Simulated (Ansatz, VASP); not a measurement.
One calculation of MnO, two programs

Contents of INCAR:

```
PREC     = Accurate       # precision mode
ENCUT    = 520            # plane-wave cutoff, eV
EDIFF    = 1E-7           # SCF threshold, eV
ISMEAR   = 0              # smearing method
SIGMA    = 0.15           # smearing width, eV
LREAL    = False          # projectors in reciprocal space
LASPH    = True           # aspherical terms in the spheres
NELM     = 150            # most SCF steps
ALGO     = Normal         # electronic algorithm
ISIF     = 2              # what is computed and relaxed
LWAVE    = False          # write WAVECAR
LCHARG   = False          # write CHGCAR
ISPIN    = 2              # spin polarisation
MAGMOM   = 4.41 0.25      # initial moments
LORBIT   = 11             # projections on sites
LMAXMIX  = 4              # l up to which the mixer works
GGA      = PS             # functional
NBANDS   = 20             # bands
```

The input KPOINTS:

```
regular mesh
0
Gamma
  20 20 20
```

The input POSCAR:

```
MnO
1.0
   -0.4815388640      2.0091793980      2.0091793980
    2.0091793980     -0.4815388640      2.0091793980
    2.0091793980      2.0091793980     -0.4815388640
Mn O
1 1
Direct
    0.0000000000      0.0000000000      0.0000000000
    0.5000000000      0.5000000000      0.5000000000
```

Input for Ansatz:

```yaml
crystal:
  lattice:
    - [-0.481538864, 2.009179398, 2.009179398]
    - [2.009179398, -0.481538864, 2.009179398]
    - [2.009179398, 2.009179398, -0.481538864]
  atoms:
    - { symbol: Mn, position: [0.0, 0.0, 0.0], spin: 4.41 }
    - { symbol: O, position: [0.5, 0.5, 0.5], spin: 0.25 }
basis:
  ecutwfc: 420
kpoints:
  mp_grid: { grid: [20, 20, 20] }
hamiltonian:
  xc: pbesol
scf:
  occupations: { method: gaussian, width: 0.15 }
output:
  forces: true
  stress: true
  eigenvalues: true
  populations: true
magnetization:
  spin_polarized: true
```

Alike in both runs: task single point; functional PBEsol; k mesh 20 × 20 × 20; occupations gaussian, width 0.15 eV; collinear spin.

```csv
,VASP,Ansatz
version,VASP 6.6.1,Ansatz 0.2.0
potentials or method,"VASP PAW PBE potentials, release 64 (Mn_pv, O), cutoff 520 eV","scalar-relativistic, plane waves, PAW"
valence electrons in the cell,19,21
```

|  | VASP | Ansatz | Ansatz less VASP |
| --- | --- | --- | --- |
| gap on the k mesh at the Fermi level (eV) | none | none | - |
| pressure (GPa) | -10.3 | -10.5 | -0.24 |
| traceless stress, the component that is largest in VASP (GPa) | 9.27 | 9.33 | +0.060 |
| net moment per atom (μB) | 2.38 | 2.38 | 0.000 |
| size of the moment on the site where the two differ most (μB) | 4.29 | 4.04 | -0.251 |

VASP's potentials were made for PBE, not for PBEsol. Site moments also hang on the region over which each program counts them. A gap of «none» marks a metal or a gap that the smearing closes. VASP's potentials hold 19 valence electrons a cell and Ansatz's 21, so a difference there can come from the potentials and not from the codes.
